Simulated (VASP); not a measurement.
# SiC20 in VASP: notebook, part 2 of 2

VASP 6.6.1.

## (3) Single point, PBE+D3(BJ)

Contents of INCAR:

```
SYSTEM = SiC20
ALGO     = Normal         ! electronic algorithm
DIPOL    = 0.5 0.5 0.306
EDIFF    = 1E-7           ! SCF threshold, eV
ENCUT    = 520            ! plane-wave cutoff, eV
GGA      = PE             ! functional
IDIPOL   = 3            
ISIF     = 2              ! what is computed and relaxed
ISMEAR   = 0              ! smearing method
IVDW     = 12             ! dispersion correction
LASPH    = .True.         ! aspherical terms in the spheres
LCHARG   = .True.         ! write CHGCAR
LDIPOL   = .True.       
LELF     = .True.         ! ELF
LREAL    = Auto         
LVACPOTAV= .True.       
LVHAR    = .True.       
LWAVE    = .False.        ! write WAVECAR
NBANDS   = 58             ! bands
NELM     = 60             ! most SCF steps
PREC     = Accurate       ! precision mode
SIGMA    = 0.1            ! smearing width, eV
```

Contents of KPOINTS:

```
k-points
0
Gamma
  6 4 1
  0 0 0
```

Contents of POSCAR:

```
SiC20
1.0
    4.9300510483      0.0000000000      0.0000000000
   -1.2325127621      7.0736882673      0.0000000000
    0.0000000000      0.0000000000     22.1293523549
C Si
20 1
Direct
    0.3858166895      0.5432667578      0.1807554029
    0.8858166895      0.5432667578      0.1807554029
    0.2722014076      0.0888056305      0.2267404590
    0.7722014076      0.0888056305      0.2267404590
    0.4009962183      0.6039848731      0.2420688497
    0.9009962183      0.6039848731      0.2420688497
    0.0297911243      0.1191644973      0.2573972018
    0.5297911243      0.1191644973      0.2573972018
    0.1585861258      0.6343445031      0.2727255152
    0.6585861258      0.6343445031      0.2727255152
    0.0461074868      0.1844301691      0.3199090572
    0.5461074868      0.1844301691      0.3199090572
    0.1537589873      0.6150359018      0.3368154657
    0.6537589873      0.6150359018      0.3368154657
    0.3084764848      0.2339064522      0.3480645378
    0.8084764848      0.2339064522      0.3480645378
    0.3880568074      0.5522270554      0.3629961795
    0.8880568074      0.5522270554      0.3629961795
    0.3445502047      0.3782016492      0.3944694004
    0.8445502047      0.3782016492      0.3944694004
    0.7195502047      1.1282016492      0.5481114928
```

Potentials or basis: VASP PAW PBE potentials, release 64 (C, Si).

Started as:

```sh
$ cat potpaw_PBE.64/C/POTCAR potpaw_PBE.64/Si/POTCAR > POTCAR
$ mpirun -np 1 vasp_std > vasp.out
```

OUTCAR:

```text
SYSTEM = SiC20
   EDIFF = 1E-7
   ENCUT = 520
   GGA = PE
   ISIF = 2
   ISMEAR = 0
   IVDW = 12
   LASPH = .True.
   LREAL = Auto
   NELM = 60
   PREC = Accurate
 IVDW          = 12

 ion  position               nearest neighbor table
   1  0.386  0.543  0.181-   5 1.42
   2  0.886  0.543  0.181-   6 1.42
   3  0.272  0.089  0.227-   8 1.42   7 1.42
   4  0.772  0.089  0.227-   7 1.42   8 1.42
   5  0.401  0.604  0.242-   1 1.42  10 1.42   9 1.42
   6  0.901  0.604  0.242-   2 1.42   9 1.42  10 1.42
   7  0.030  0.119  0.257-   4 1.42   3 1.42  11 1.46
   8  0.530  0.119  0.257-   3 1.42   4 1.42  12 1.46
   9  0.159  0.634  0.273-   6 1.42   5 1.42  13 1.42
  10  0.659  0.634  0.273-   5 1.42   6 1.42  14 1.42
  11  0.046  0.184  0.320-  15 1.42  16 1.42   7 1.46
  12  0.546  0.184  0.320-  16 1.42  15 1.42   8 1.46
  13  0.154  0.615  0.337-   9 1.42  18 1.43  17 1.43
  14  0.654  0.615  0.337-  10 1.42  17 1.43  18 1.43
  15  0.308  0.234  0.348-  11 1.42  12 1.42  19 1.45
  16  0.808  0.234  0.348-  12 1.42  11 1.42  20 1.45
  17  0.388  0.552  0.363-  19 1.41  14 1.43  13 1.43
  18  0.888  0.552  0.363-  20 1.41  13 1.43  14 1.43
  19  0.345  0.378  0.394-  17 1.41  15 1.45
  20  0.845  0.378  0.394-  18 1.41  16 1.45
  21  0.720  0.128  0.548-
[... 231 lines left out ...]
      4     -18.7827      2.00000
      5     -18.7188      2.00000
      6     -18.1342      2.00000
[... 787 lines left out ...]
     53       0.5830      0.00000
     54       0.5878      0.00000
 [bands above 54 left out]

------------------------ aborting loop because EDIFF is reached ----------------------------------------

 Edisp (eV)   -2.31463

 E8    (eV) :    -0.7013

  FORCE on cell =-STRESS in cart. coord.  units (eV):
  Direction    XX          YY          ZZ          XY          YZ          ZX
  --------------------------------------------------------------------------------------
  -------------------------------------------------------------------------------------
  Total     -10.72765    -0.07028    -5.61891    -0.01661    -2.09353     0.01599
  in kB     -22.27148    -0.14592   -11.66533    -0.03449    -4.34635     0.03319
  external pressure =      -11.36 kB  Pullay stress =        0.00 kB

 VOLUME and BASIS-vectors are now :
 -----------------------------------------------------------------------------
  energy-cutoff  :      520.00
  volume of cell :      771.73
      direct lattice vectors                 reciprocal lattice vectors
     4.930051048  0.000000000  0.000000000     0.202837656  0.035342242  0.000000000
    -1.232512762  7.073688267  0.000000000     0.000000000  0.141368967  0.000000000
     0.000000000  0.000000000 22.129352355     0.000000000  0.000000000  0.045188851

 POSITION                                       TOTAL-FORCE (eV/Angst)
 -----------------------------------------------------------------------------------
      1.23251      3.84290      4.00000         0.002537      0.364553      1.450654
      3.69754      3.84290      4.00000         0.004647      0.352476      1.427756
      1.23251      0.62818      5.01762         0.007216      0.508335      1.809913
      3.69754      0.62818      5.01762        -0.016094      0.497679      1.814027
      1.23251      4.27240      5.35683        -0.001278      0.554648     -2.508556
      3.69754      4.27240      5.35683        -0.004436      0.568939     -2.463198
[... 13 lines left out ...]
      3.69754      2.67528      8.72935         0.024444     -0.214643      0.478043
      3.38941      0.90686     12.12935         0.006612      0.183310     -0.354762
 -----------------------------------------------------------------------------------
    total drift:                               -0.040328     -0.002684      0.021047

  FREE ENERGIE OF THE ION-ELECTRON SYSTEM (eV)
  ---------------------------------------------------
  free  energy   TOTEN  =      -162.8962753737 eV

  energy  without entropy=     -162.7547366039  energy(sigma->0) =     -162.82550599

 vacuum level on the upper side and lower side of the slab         0.973         4.180
```

stdout:

```text
POSCAR found type information on POSCAR C Si
 POSCAR found :  2 types and      21 ions
 scaLAPACK will be used
 LDA part: xc-table for (Slater+PW92), standard interpolation
 POSCAR, INCAR and KPOINTS ok, starting setup
 FFT: planning ... GRIDC
 FFT: planning ... GRID_SOFT
 FFT: planning ... GRID
 WAVECAR not read
 entering main loop
 -----------------------------------------------------------------------------
|                                                                             |
|           W    W    AA    RRRRR   N    N  II  N    N   GGGG   !!!           |
|           W    W   A  A   R    R  NN   N  II  NN   N  G    G  !!!           |
|           W    W  A    A  R    R  N N  N  II  N N  N  G       !!!           |
|           W WW W  AAAAAA  RRRRR   N  N N  II  N  N N  G  GGG   !            |
|           WW  WW  A    A  R   R   N   NN  II  N   NN  G    G                |
|           W    W  A    A  R    R  N    N  II  N    N   GGGG   !!!           |
|                                                                             |
|     Did not find any points to average over, which means that no vacuum     |
|     field-free region was found. Please increase the size of  your cell     |
|     in the dimension of the dipole correction to obtain accurate            |
|     workfunction values.                                                    |
|                                                                             |
 -----------------------------------------------------------------------------
```

Run time: 14 min. Hardware: 1 thread of AMD EPYC 9R45 (Zen 5), shared host; peak memory 0.89 GiB.

Results:

```yaml
Free_energy: -162.8963 eV
Largest_force: 2.569 eV/Å
Band_gap_on_the_k_mesh: zero (bands 42 and 43 overlap by 0.10 eV)
Dispersion_energy_per_atom: -0.110 eV
```

Forces on the atoms (eV/Å):
```
C    0.003  0.365  1.451
C    0.005  0.352  1.428
C    0.007  0.508  1.810
C   -0.016  0.498  1.814
C   -0.001  0.555 -2.509
C   -0.004  0.569 -2.463
C   -0.010 -0.795 -1.649
C    0.004 -0.797 -1.639
C    0.006 -0.631  0.751
C   -0.001 -0.626  0.745
C   -0.025 -0.015 -0.015
C    0.028 -0.009 -0.008
C   -0.040 -0.025 -0.003
C    0.028 -0.016 -0.007
C    0.007 -0.014  0.008
C   -0.001 -0.098 -0.090
C    0.021  0.049  0.082
C   -0.016  0.211  0.044
C   -0.026 -0.048  0.127
C    0.024 -0.215  0.478
Si   0.007  0.183 -0.355
```
